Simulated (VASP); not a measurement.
A run of VASP 6.6.1 is set up as follows.

File INCAR:

```
SYSTEM = Ba2CeSnO6
PREC = Accurate
ENCUT = 520
EDIFF = 1E-6
ISMEAR = 0
SIGMA = 0.1
LREAL = .False.
LASPH = .True.
NELM = 150
ALGO = Normal
ISIF = 2
LWAVE = .False.
LCHARG = .False.
LMAXMIX = 6
LDAU = .True.
LDAUTYPE = 2
LDAUL = -1 3 -1 -1
LDAUU = 0 5 0 0
LDAUJ = 0 0 0 0
LDAUPRINT = 1
GGA = PE
NBANDS = 52
```

KPOINTS

```
Automatic mesh
0
Gamma
  4 4 4
  0 0 0
```

The input POSCAR:

```
Ba2CeSnO6
1.0
    0.0000000000      4.3438728200      4.3438728200
    4.3438728200      0.0000000000      4.3438728200
    4.3438728200      4.3438728200      0.0000000000
Ba Ce O Sn
2 1 6 1
Direct
    0.2500000000      0.2500000000      0.2500000000
    0.7500000000      0.7500000000      0.7500000000
    0.0000000000      0.0000000000      0.0000000000
    0.7421251800      0.2578748200      0.2578748200
    0.2578748200      0.7421251800      0.7421251800
    0.2578748200      0.7421251800      0.2578748200
    0.7421251800      0.2578748200      0.7421251800
    0.2578748200      0.2578748200      0.7421251800
    0.7421251800      0.7421251800      0.2578748200
    0.5000000000      0.5000000000      0.5000000000
```

Potentials or basis: VASP PAW PBE potentials, release 64 (Ba_sv, Ce, O, Sn_d).

Command:

```console
$ cat potpaw_PBE.64/Ba_sv/POTCAR potpaw_PBE.64/Ce/POTCAR potpaw_PBE.64/O/POTCAR potpaw_PBE.64/Sn_d/POTCAR > POTCAR
$ mpirun -np 1 vasp_std > vasp.out
```

**Question.** What does it give for the largest force?

**Answer.** 0.227 eV/Å.

**Question.** Predict the pressure.

**Answer.** 0.0 GPa.

Forces on the atoms (eV/Å):
```
Ba   0.000  0.000  0.000
Ba   0.000  0.000  0.000
Ce   0.000  0.000  0.000
O    0.227  0.000  0.000
O   -0.227  0.000  0.000
O    0.000  0.227  0.000
O    0.000 -0.227  0.000
O    0.000  0.000  0.227
O    0.000  0.000 -0.227
Sn   0.000  0.000  0.000
```

Caveat: spin-orbit coupling is left out, which moves the levels of the heavy elements. Spin polarisation is off, so any magnetic state and its effect on volume and gap are missing.
